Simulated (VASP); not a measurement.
Write the native input for VASP 6.6.1 that does the following.

| Quantity | Value |
| --- | --- |
| Task | single point |
| Functional | PBE |
| Potentials or basis | VASP PAW PBE potentials, release 64 (Lu, B, W_sv) |
| Cutoff | 520 eV |
| k mesh | 4 × 4 × 4 |
| Occupations | gaussian, width 0.1 eV |
| Spin | no spin polarisation |
| Dipole correction | no |
| Further INCAR settings | ALGO = Normal; EDIFF = 1e-06; NBANDS = 43 |

The structure of LuBW3 lies in POSCAR:

```
LuBW3
1.0
    3.9956220000      0.0000000000      0.0000000000
    0.0000000000      3.9956220000      0.0000000000
    0.0000000000      0.0000000000      5.0510024800
Lu B W
1 1 3
Direct
    0.0000000000      0.0000000000      0.9838940500
    0.5000000000      0.5000000000      0.6872155100
    0.0000000000      0.5000000000      0.5006765100
    0.5000000000      0.5000000000      0.1001364400
    0.5000000000      0.0000000000      0.5006765100
```

The cell was built from a structure type or drawn by symmetry, and may not be a known phase.

The input as run:

INCAR

```
  ALGO = Normal
  EDIFF = 1E-6
  ENCUT = 520
  GGA = PE
  ISIF = 2
  ISMEAR = 0
  LASPH = True
  LCHARG = False
  LREAL = False
  LWAVE = False
  NBANDS = 43
  NELM = 60
  PREC = Accurate
  SIGMA = 0.1
```

KPOINTS

```
k-points
0
Gamma
  4 4 4
```

Potentials or basis: VASP PAW PBE potentials, release 64 (Lu, B, W_sv).

Launch:

```bash
$ cat potpaw_PBE.64/Lu/POTCAR potpaw_PBE.64/B/POTCAR potpaw_PBE.64/W_sv/POTCAR > POTCAR
$ mpirun -np 1 vasp_std > vasp.out
```

It gave:

The pressure is 5.2 GPa, the largest force is 1.785 eV/Å and the band gap on the k mesh is zero (bands 35 and 36 overlap by 1.10 eV).

Caveat: the k points lie up to 0.39 Å⁻¹ apart, too coarse for converged energies and pressures of a metal; spin-orbit coupling is left out, which moves the levels of the heavy elements; forces of over 1 eV/Å act on the atoms, so gaps and moduli don't describe the material at rest.

Run time: 31 s on 1 thread of Intel(R) Xeon(R) 6975P-C (Granite Rapids) (shared host), peak memory 0.22 GiB.
